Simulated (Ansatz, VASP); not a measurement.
# BAs in VASP and in Ansatz

```
As B
1.0
     0.00000    2.37247    2.37247
     2.37247    0.00000    2.37247
     2.37247    2.37247    0.00000
As B
1 1
Direct
  0.75000 0.75000 0.75000
  0.00000 0.00000 0.00000
```

Alike in both runs: task single point; functional r2SCAN; dispersion rVV10; k mesh 10 × 10 × 10; occupations fermi-dirac, width 0.05 eV; no spin polarisation.

```csv
,VASP,Ansatz
version,VASP 6.6.1,Ansatz 0.2.0
potentials or method,"VASP PAW PBE potentials, release 64 (As, B)",Ansatz PAW
plane-wave cutoff (eV),520,500
valence electrons in the cell,8,18
```

```tsv
	VASP	Ansatz	Ansatz less VASP
gap on the k mesh at the Fermi level (eV)	1.31	1.31	+0.002
least direct gap on the mesh (eV)	3.46	3.46	-0.004
pressure (GPa)	3.3	2.8	-0.52
```

VASP's potentials were made for PBE, not for r2SCAN. VASP's potentials hold 8 valence electrons a cell and Ansatz's 18, so a difference there can come from the potentials and not from the codes.
